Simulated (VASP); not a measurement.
CsI:

```
Cs I
1.0
     4.56670    0.00000    0.00000
     0.00000    4.56670    0.00000
     0.00000    0.00000    4.56670
Cs I
1 1
Direct
  0.00000 0.00000 0.00000
  0.50000 0.50000 0.50000
```

| Property | Result |
| --- | --- |
| Program | VASP 6.6.1 |
| Task | relaxation of cell and atoms |
| Functional | PBE |
| Potentials or basis | VASP PAW PBE potentials, release 64 (Cs_sv, I) |
| Cutoff | 500 eV |
| k mesh | 4 × 4 × 4 |
| Occupations | gaussian, width 0.01 eV |
| Spin | no spin polarisation |

At the start: pressure 0.8 GPa; volume 47.62 Å³/atom.

Task: How do energy, volume and symmetry change on relaxing?

Result: Over 4 steps the energy falls by 7.9 meV/atom and the volume is 51.01 Å³/atom (+7.1 %); space group Pm-3m (No. 221, to 0.05 Å).

Step by step:
| step | energy change (eV) | largest force (eV/Å) | pressure (GPa) | volume (Å³) |
| --- | --- | --- | --- | --- |
| 1 | 0.0000 | 0.0000 | 0.81 | 95.24 |
| 2 | -0.0121 | 0.0000 | 0.37 | 98.58 |
| 3 | -0.0158 | 0.0000 | -0.05 | 102.48 |
| 4 | -0.0158 | 0.0000 | 0.00 | 102.01 |

Final structure:
```
Cs I
1.0
     4.67251    0.00000    0.00000
     0.00000    4.67251    0.00000
     0.00000    0.00000    4.67251
Cs I
1 1
Direct
  0.00000 0.00000 0.00000
  0.50000 0.50000 0.50000
```
